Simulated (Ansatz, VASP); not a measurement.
**Two plane-wave programs on WSe2**

File INCAR:

```
ALGO     = Normal         # electronic algorithm
EDIFF    = 1E-6           # SCF threshold, eV
ENCUT    = 520            # plane-wave cutoff, eV
GGA      = PE             # functional
ISIF     = 2              # what is computed and relaxed
ISMEAR   = -1             # smearing method
LASPH    = T              # aspherical terms in the spheres
LCHARG   = F              # write CHGCAR
LREAL    = F              # projectors in reciprocal space
LWAVE    = F              # write WAVECAR
NBANDS   = 35             # bands
NELM     = 60             # most SCF steps
PREC     = Accurate       # precision mode
SIGMA    = 0.02           # smearing width, eV
```

KPOINTS

```
k-points
0
Gamma
  12 12 2
```

Contents of POSCAR:

```
WSe2
1.0
    3.2996674462      0.0000000000      0.0000000000
   -1.6498337231      2.8575958324      0.0000000000
    0.0000000000      0.0000000000     13.4116749259
W Se
2 4
Direct
    0.3333333333      0.6666666667      0.2500000000
    0.6666666667      0.3333333333      0.7500000000
    0.6666666667      0.3333333333      0.3743330413
    0.6666666667      0.3333333333      0.1256669587
    0.3333333333      0.6666666667      0.8743330413
    0.3333333333      0.6666666667      0.6256669587
```

Input for Ansatz:

```yaml
crystal:
  lattice:
    - [3.2996674462, 0.0, 0.0]
    - [-1.6498337231, 2.8575958324, 0.0]
    - [0.0, 0.0, 13.4116749259]
  atoms:
    - { symbol: W, position: [0.3333333333, 0.6666666667, 0.25] }
    - { symbol: W, position: [0.6666666667, 0.3333333333, 0.75] }
    - { symbol: Se, position: [0.6666666667, 0.3333333333, 0.3743330413] }
    - { symbol: Se, position: [0.6666666667, 0.3333333333, 0.1256669587] }
    - { symbol: Se, position: [0.3333333333, 0.6666666667, 0.8743330413] }
    - { symbol: Se, position: [0.3333333333, 0.6666666667, 0.6256669587] }
kpoints:
  mp_grid: { grid: [12, 12, 2] }
  band_path:
    path:
      - [0.0, 0.0, 0.0]
      - [0.5, 0.0, 0.0]
      - [0.3333333333, 0.3333333333, 0.0]
      - [0.0, 0.0, 0.5]
      - [0.5, 0.0, 0.5]
      - [0.3333333333, 0.3333333333, 0.5]
      - [0.179687, 0.179688, 0.0]
    npoints: 1
hamiltonian:
  xc: pbe
scf:
  occupations: { method: fermi_dirac, width: 0.02 }
  n_extra_bands: 5
output:
  forces: true
  stress: true
  eigenvalues: true
```

Change from the starting cell: uniaxial_z strain +2.0%.

Alike in both runs: task single point; functional PBE; k mesh 12 × 12 × 2; occupations fermi-dirac, width 0.02 eV; no spin polarisation.

|  | VASP | Ansatz |
| --- | --- | --- |
| version | VASP 6.6.1 | Ansatz 0.2.0 |
| potentials or method | VASP PAW PBE potentials, release 64 (W_sv, Se) | plane waves, PAW |
| plane-wave cutoff (eV) | 520 | 420 |
| valence electrons in the cell | 52 | 92 |

|  | VASP | Ansatz | Ansatz less VASP |
| --- | --- | --- | --- |
| gap on the k mesh at the Fermi level (eV) | 1.13 | 1.13 | +0.004 |
| pressure (GPa) | 3.2 | 2.9 | -0.31 |
| traceless stress, the component that is largest in VASP (GPa) | 0.77 | 0.69 | -0.081 |
| rms of the force components (eV/Å) | 0.150 | 0.127 | -0.0225 |

Atom by atom the forces differ by 0.022 eV/Å (rms over components). VASP's potentials hold 52 valence electrons a cell and Ansatz's 92, so a difference there can come from the potentials and not from the codes.

Neither program's run includes spin-orbit coupling.
